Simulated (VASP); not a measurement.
The system is Rb3Ba.

```xyz
4
Lattice="0.0000 5.5144 5.5144 5.5144 0.0000 5.5144 5.5144 5.5144 0.0000" Properties=species:S:1:pos:R:3 pbc="T T T"
Rb    2.7572    2.7572    2.7572
Rb    8.2716    8.2716    8.2716
Rb    5.5144    5.5144    5.5144
Ba    0.0000    0.0000    0.0000
```

- Program: VASP 6.6.1
- Task: relaxation of volume and atoms at fixed shape
- Functional: LDA
- Potentials or basis: VASP PAW LDA potentials, release 64 (Rb_sv, Ba_sv)
- Cutoff: 600 eV
- k mesh: 4 × 4 × 4
- Occupations: fermi-dirac, width 0.1 eV
- Spin: no spin polarisation

At the start: pressure -0.6 GPa; volume 83.84 Å³/atom.

Q: Where does the relaxation end?

A: Over 4 steps the energy falls by 24.4 meV/atom and the volume is 71.35 Å³/atom (-14.9 %); space group Fm-3m (No. 225, to 0.05 Å).

The path:
| step | energy change (eV) | largest force (eV/Å) | pressure (GPa) | volume (Å³) |
| --- | --- | --- | --- | --- |
| 1 | 0.0000 | 0.0000 | -0.56 | 335.38 |
| 2 | -0.0444 | 0.0000 | -0.45 | 321.30 |
| 3 | -0.0967 | 0.0000 | -0.07 | 290.42 |
| 4 | -0.0976 | 0.0000 | 0.01 | 285.39 |

Final structure:
```
Rb Ba
1.0
     0.00000    5.22563    5.22563
     5.22563    0.00000    5.22563
     5.22563    5.22563    0.00000
Rb Ba
3 1
Direct
  0.25000 0.25000 0.25000
  0.75000 0.75000 0.75000
  0.50000 0.50000 0.50000
  0.00000 0.00000 0.00000
```
